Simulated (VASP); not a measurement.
# ZnSe (F-43m) in VASP: a series of runs

ZnSe is run at these levels: PBEsol; tasks: single point.

All numbers are computed with VASP 6.6.1; they aren't measurements. Logs are shortened: lines on timing, memory, paths and dates and some standing lists are left out, and cuts for length are marked.

## (1) The cell of the first run

The structure is cubic, space group F-43m (No. 216). The conventional cell has a = 5.744 Å, b = 5.744 Å, c = 5.744 Å, α = 90.00°, β = 90.00°, γ = 90.00°. Within 3.3 Å of Zn (site symmetry -43m) lie 4 Se at 2.49 Å. Within 3.3 Å of Se (site symmetry -43m) lie 4 Zn at 2.49 Å.

## (2) Single point, PBEsol (volume scaled by 1.06)

The input, INCAR:

```
SYSTEM = ZnSe
ALGO = Normal
EDIFF = 1E-6
ENCUT = 520
GGA = PS
ISIF = 2
ISMEAR = 0
LASPH = .TRUE.
LCHARG = .FALSE.
LREAL = .FALSE.
LWAVE = .FALSE.
NBANDS = 16
NELM = 100
PREC = Accurate
SIGMA = 0.02
```

The input, KPOINTS:

```
k-points
0
G
  8 8 8
  0 0 0
```

The input, POSCAR:

```
ZnSe
1.0
    0.0000000000      2.8718417359      2.8718417359
    2.8718417359      0.0000000000      2.8718417359
    2.8718417359      2.8718417359      0.0000000000
Zn Se
1 1
Direct
    0.0000000000      0.0000000000      0.0000000000
    0.2500000000      0.2500000000      0.2500000000
```

Potentials or basis: VASP PAW PBE potentials, release 64 (Zn, Se).

Launch:

```bash
> cat potpaw_PBE.64/Zn/POTCAR potpaw_PBE.64/Se/POTCAR > POTCAR
> mpirun -np 1 vasp_std > vasp.out
```

OUTCAR:

```text
SYSTEM = ZnSe
   EDIFF = 1E-6
   ENCUT = 520
   GGA = PS
   ISIF = 2
   ISMEAR = 0
   LASPH = .TRUE.
   LREAL = .FALSE.
   NELM = 100
   PREC = Accurate

 ion  position               nearest neighbor table
   1  0.000  0.000  0.000-   2 2.49   2 2.49   2 2.49   2 2.49
   2  0.250  0.250  0.250-   1 2.49   1 2.49   1 2.49   1 2.49

  LATTYP: Found a face centered cubic cell.
 ALAT       =     5.7436834718

  Lattice vectors:

 A1 = (   0.0000000000,   2.8718417359,   2.8718417359)
 A2 = (   2.8718417359,   0.0000000000,   2.8718417359)
 A3 = (   2.8718417359,   2.8718417359,   0.0000000000)

Analysis of symmetry for initial positions (statically):
=====================================================================
 Subroutine PRICEL returns:
 Original cell was already a primitive cell.

 Routine SETGRP: Setting up the symmetry group for a
 face centered cubic supercell.

 Subroutine GETGRP returns: Found 24 space group operations
 (whereof 24 operations were pure point group operations)
 out of a pool of 48 trial point group operations.

The static configuration has the point symmetry T_d .

Analysis of symmetry for dynamics (positions and initial velocities):
=====================================================================
 Subroutine PRICEL returns:
 Original cell was already a primitive cell.

 Routine SETGRP: Setting up the symmetry group for a
 face centered cubic supercell.

 Subroutine GETGRP returns: Found 24 space group operations
 (whereof 24 operations were pure point group operations)
 out of a pool of 48 trial point group operations.

The dynamic configuration has the point symmetry T_d .

 Subroutine INISYM returns: Found 24 space group operations
 (whereof 24 operations are pure point group operations),
 and found     1 'primitive' translations

----------------------------------------------------------------------------------------

                                     Primitive cell

  volume of cell :      47.3709

  direct lattice vectors                    reciprocal lattice vectors
     0.000000000  2.871841736  2.871841736    -0.174104302  0.174104302  0.174104302
     2.871841736  0.000000000  2.871841736     0.174104302 -0.174104302  0.174104302
     2.871841736  2.871841736  0.000000000     0.174104302  0.174104302 -0.174104302

  length of vectors
     4.061397532  4.061397532  4.061397532     0.301557496  0.301557496  0.301557496

  position of ions in fractional coordinates (direct lattice)
     0.000000000  0.000000000  0.000000000
     0.250000000  0.250000000  0.250000000

  ion indices of the primitive-cell ions
   primitive index   ion index
                 1           1
                 2           2

----------------------------------------------------------------------------------------

 KPOINTS: k-points

Automatic generation of k-mesh.
 Grid dimensions read from file:
 generate k-points for:    8    8    8

 Generating k-lattice:

  Cartesian coordinates                     Fractional coordinates (reciprocal lattice)
    -0.021763038  0.021763038  0.021763038     0.125000000  0.000000000  0.000000000
     0.021763038 -0.021763038  0.021763038     0.000000000  0.125000000  0.000000000
     0.021763038  0.021763038 -0.021763038     0.000000000  0.000000000  0.125000000

  Length of vectors
     0.037694687  0.037694687  0.037694687

  Shift w.r.t. Gamma in fractional coordinates (k-lattice)
     0.000000000  0.000000000  0.000000000

 Subroutine IBZKPT returns following result:
 ===========================================

 Found     29 irreducible k-points:

 Following reciprocal coordinates:
            Coordinates               Weight
  0.000000  0.000000  0.000000      1.000000
  0.125000  0.000000  0.000000      8.000000
  0.250000  0.000000  0.000000      8.000000
  0.375000  0.000000  0.000000      8.000000
  0.500000  0.000000  0.000000      4.000000
  0.125000  0.125000  0.000000      6.000000
[... 16 lines left out ...]
  0.500000  0.250000  0.125000     48.000000
 -0.375000  0.250000  0.125000     24.000000
 [... further k-points ...]
   k-points           NKPTS =     29   k-points in BZ     NKDIM =     29   number of bands    NBANDS=     16
   number of dos      NEDOS =    301   number of ions     NIONS =      2
   total plane-waves  NPLWV =  27000
   dimension x,y,z NGX =    30 NGY =   30 NGZ =   30
   dimension x,y,z NGXF=    60 NGYF=   60 NGZF=   60
   ions per type =               1   1
   NGX,Y,Z   is equivalent  to a cutoff of  12.28, 12.28, 12.28 a.u.
   NGXF,Y,Z  is equivalent  to a cutoff of  24.56, 24.56, 24.56 a.u.
 SYSTEM =  ZnSe
   PREC   = accura    normal or accurate (medium, high low for compatibility)
   ISTART =      0    job   : 0-new  1-cont  2-samecut
   ICHARG =      2    charge: 1-file 2-atom 10-const
   ISPIN  =      1    spin polarized calculation?
   LNONCOLLINEAR =      F non collinear calculations
   LSORBIT =      F    spin-orbit coupling
   LASPH  =      T    aspherical Exc in radial PAW
   ENCUT  =  520.0 eV  38.22 Ry    6.18 a.u.   7.55  7.55  7.55*2*pi/ulx,y,z
   NELM   =    100;   NELMIN=  2; NELMDL= -5     # of ELM steps
   EDIFF  = 0.1E-05   stopping-criterion for ELM
   LREAL  =      F    real-space projection
   EDIFFG = 0.1E-04   stopping-criterion for IOM
   NSW    =      0    number of steps for IOM
   IBRION =     -1    ionic relax: 0-MD 1-quasi-New 2-CG
   NFREE  =      0    steps in history (QN), initial steepest desc. (CG)
   ISIF   =      2    stress and relaxation
   ISYM   =      2    0-nonsym 1-usesym 2-fastsym
   POTIM  = 0.5000    time-step for ionic-motion
   TEBEG  =    0.0;   TEEND  =   0.0 temperature during run
   PSTRESS=    0.0 pullay stress
   NELECT =      18.0000    total number of electrons
   NUPDOWN=      -1.0000    fix difference up-down
   EMIN   =  10.00;   EMAX   =-10.00  energy-range for DOS
   EFERMI =   0.00;   METHOD = LEGACY
   ISMEAR =     0;   SIGMA  =   0.02  broadening in eV -4-tet -1-fermi 0-gaus
   EFERMI_NEDOS =   21; number of points for ismear=-14 and -15
   IALGO  =     38    algorithm
   IMIX   =      4    mixing-type and parameters
     AMIX     =   0.40;   BMIX     =  1.00
     AMIX_MAG =   1.60;   BMIX_MAG =  1.00
  volume/ion in A,a.u.               =      23.69       159.84
  Fermi-wavevector in a.u.,A,eV,Ry     =   1.185756  2.240753 19.130012  1.406016
  Thomas-Fermi vector in A             =   2.321943
   LORBIT       =      0    0 simple, 1 ext, 2 COOP (PROOUT), +10 PAW based schemes
   GGA     = PS    functional components
   LHFCALC =     F    Hartree Fock is set to
   AEXX    =    0.0000 exact exchange contribution
   IVDW    =     0    specifies the selected vdW correction
   LEPSILON=     F    determine dielectric tensor
   LRPA    =     F    only Hartree local field effects (RPA)
 non-spin polarized calculation
 Gauss-broadening in eV      SIGMA  =   0.02
  energy-cutoff  :      520.00
  volume of cell :       47.37
 maximum number of plane-waves:      1298
   NGX = 15   NGY = 15   NGZ = 15

 number of electron      18.0000015 magnetization

 Free energy of the ion-electron system (eV)
  ---------------------------------------------------
  ext. energy  EPLUGINS =         0.00000000
  ---------------------------------------------------
  free energy    TOTEN  =        -6.74802016 eV

  energy without entropy =       -6.74802016  energy(sigma->0) =       -6.74802016

 E-fermi :   1.2468     XC(G=0):  -9.3454

 val. band max:        1.1541853713   @ k =   0.0000   0.0000   0.0000
 cond. band min:       2.1694727953   @ k =   0.0000   0.0000   0.0000
 fundamental gap:      1.0152874240
 Fermi energy:         1.2468477636

 k-point     1 :       0.0000    0.0000    0.0000
  band No.  band energies     occupation
      1     -11.8824      2.00000
      2      -5.2620      2.00000
      3      -5.2620      2.00000
      4      -5.2620      2.00000
      5      -4.9256      2.00000
      6      -4.9256      2.00000
[... 8 lines left out ...]
     15      12.4961      0.00000
     16      12.4961      0.00000

 k-point     2 :       0.1250    0.0000    0.0000
  band No.  band energies     occupation
      1     -11.7885      2.00000
      2      -5.2540      2.00000
      3      -5.2475      2.00000
      4      -5.2474      2.00000
      5      -4.9268      2.00000
      6      -4.9268      2.00000
[... 8 lines left out ...]
     15      11.7086      0.00000
     16      11.7086      0.00000

 k-point     3 :       0.2500    0.0000    0.0000
  band No.  band energies     occupation
      1     -11.5456      2.00000
      2      -5.2155      2.00000
      3      -5.2155      2.00000
      4      -5.1980      2.00000
      5      -4.9255      2.00000
      6      -4.9255      2.00000
[... 8 lines left out ...]
     15      11.4650      0.00000
     16      11.6048      0.00000

 k-point     4 :       0.3750    0.0000    0.0000
  band No.  band energies     occupation
      1     -11.2745      2.00000
      2      -5.1900      2.00000
      3      -5.1900      2.00000
      4      -5.0140      2.00000
      5      -4.9159      2.00000
      6      -4.9159      2.00000
[... 8 lines left out ...]
     15      12.5322      0.00000
     16      12.5322      0.00000
[... 324 lines left out ...]
 k-point    22 :       0.3750    0.2500    0.1250
  band No.  band energies     occupation
      1     -11.3562      2.00000
      2      -5.2168      2.00000
      3      -5.1680      2.00000
      4      -5.1398      2.00000
      5      -4.9382      2.00000
      6      -4.9031      2.00000
[... 8 lines left out ...]
     15      13.2002      0.00000
     16      14.2389      0.00000

 k-point    23 :       0.5000    0.2500    0.1250
  band No.  band energies     occupation
      1     -11.1305      2.00000
      2      -5.1723      2.00000
      3      -5.1457      2.00000
      4      -5.0197      2.00000
      5      -4.9140      2.00000
      6      -4.8633      2.00000
[... 8 lines left out ...]
     15      13.4581      0.00000
     16      14.5360      0.00000

 k-point    24 :      -0.3750    0.2500    0.1250
  band No.  band energies     occupation
      1     -11.0306      2.00000
      2      -5.1654      2.00000
      3      -5.1330      2.00000
      4      -4.9532      2.00000
      5      -4.9188      2.00000
      6      -4.7342      2.00000
[... 8 lines left out ...]
     15      13.6275      0.00000
     16      14.4191      0.00000

 [... further k-points ...]

------------------------ aborting loop because EDIFF is reached ----------------------------------------

  FORCE on cell =-STRESS in cart. coord.  units (eV):
  Direction    XX          YY          ZZ          XY          YZ          ZX
  --------------------------------------------------------------------------------------
  -------------------------------------------------------------------------------------
  Total       -0.9189533     -0.9189533     -0.9189533      0.0000000      0.0000000     -0.0000000
  in kB      -31.0808236    -31.0808236    -31.0808236      0.0000000      0.0000000     -0.0000000
  external PRESSURE =     -31.0808236 kB  Pullay stress =       0.0000000 kB

 VOLUME and BASIS-vectors are now :
 -----------------------------------------------------------------------------
  energy-cutoff  :      520.00
  volume of cell :       47.37
      direct lattice vectors                 reciprocal lattice vectors
     0.000000000  2.871841736  2.871841736    -0.174104302  0.174104302  0.174104302
     2.871841736  0.000000000  2.871841736     0.174104302 -0.174104302  0.174104302
     2.871841736  2.871841736  0.000000000     0.174104302  0.174104302 -0.174104302

 POSITION                                       TOTAL-FORCE (eV/Angst)
 -----------------------------------------------------------------------------------
      0.00000      0.00000      0.00000         0.000000     -0.000000     -0.000000
      1.43592      1.43592      1.43592        -0.000000      0.000000      0.000000
 -----------------------------------------------------------------------------------
    total drift:                               -0.000000     -0.000000     -0.000000

  FREE ENERGIE OF THE ION-ELECTRON SYSTEM (eV)
  ---------------------------------------------------
  free  energy   TOTEN  =        -6.7480201573 eV

  energy  without entropy=       -6.7480201573  energy(sigma->0) =       -6.74802016
```

It took 16 s on 1 thread of AMD EPYC 7R43 (Zen 3), shared host; peak memory 0.14 GiB.

Results:

| Item | Value |
| --- | --- |
| Free energy | -6.7480 eV |
| Pressure | -3.1 GPa |
| Band gap on the k mesh | 1.02 eV, direct |

Levels at points of the mesh, in eV from the valence-band top:
| k point | band 5 | band 6 | band 7 | band 8 | band 9 | band 10 | band 11 | band 12 | band 13 | band 14 |
| --- | --- | --- | --- | --- | --- | --- | --- | --- | --- | --- |
| (0.00, 0.00, 0.00) | -6.08 | -6.08 | 0.00 | 0.00 | 0.00 | 1.02 | 5.74 | 5.74 | 5.74 | 9.58 |
| (0.50, 0.00, 0.00) | -6.06 | -5.94 | -5.03 | -0.82 | -0.82 | 2.38 | 6.31 | 6.31 | 8.29 | 10.62 |
| (0.50, 0.50, 0.00) | -6.04 | -5.92 | -4.62 | -2.07 | -2.07 | 2.93 | 3.37 | 10.32 | 10.90 | 10.90 |

Caveat: the PAW data sets were made with another functional, which shifts forces and pressure a little.

## (3) Single point, PBEsol (strained)

The input, INCAR:

```
PREC     = Accurate       # precision mode
ENCUT    = 520            # plane-wave cutoff, eV
EDIFF    = 1E-6           # SCF threshold, eV
ISMEAR   = 0              # smearing method
SIGMA    = 0.02           # smearing width, eV
LREAL    = F              # projectors in reciprocal space
LASPH    = T              # aspherical terms in the spheres
NELM     = 100            # most SCF steps
ALGO     = Normal         # electronic algorithm
ISIF     = 2              # what is computed and relaxed
LWAVE    = F              # write WAVECAR
LCHARG   = F              # write CHGCAR
GGA      = PS             # functional
NBANDS   = 16             # bands
```

The input, KPOINTS:

```
Automatic mesh
0
Gamma
  8 8 8
```

The input, POSCAR:

```
ZnSe
1.0
    0.0000000000      2.7720231600      2.7720231600
    2.7720231600      0.0000000000      2.7720231600
    2.7720231600      2.7720231600      0.0000000000
Zn Se
1 1
Direct
    0.0000000000      0.0000000000      0.0000000000
    0.7500000000      0.7500000000      0.7500000000
```

Potentials or basis: VASP PAW PBE potentials, release 64 (Zn, Se).

Launch:

```bash
> cat potpaw_PBE.64/Zn/POTCAR potpaw_PBE.64/Se/POTCAR > POTCAR
> mpirun -np 1 vasp_std > vasp.out
```

Run time: 9.1 s. Hardware: 1 thread of Intel Xeon 6975P-C (Granite Rapids), shared host; peak memory 0.17 GiB.

The run converged. Its results:

- Free energy: -6.7474 eV
- Pressure: 3.8 GPa
- Band gap on the k mesh: 1.44 eV, direct

Levels at points of the mesh, in eV from the valence-band top:
```tsv
k point	band 6	band 7	band 8	band 9	band 10	band 11	band 12	band 13
(0.00, 0.00, 0.00)	-6.39	0.00	0.00	0.00	1.44	5.70	5.70	5.70
(0.50, 0.00, 0.00)	-6.21	-5.73	-0.98	-0.98	2.56	6.28	6.28	8.56
(0.50, 0.50, 0.00)	-6.19	-5.08	-2.46	-2.46	2.68	3.35	11.11	11.63
```

Caveat: the cell differs from its parent crystal (strained); the PAW data sets were made with another functional, which shifts forces and pressure a little.
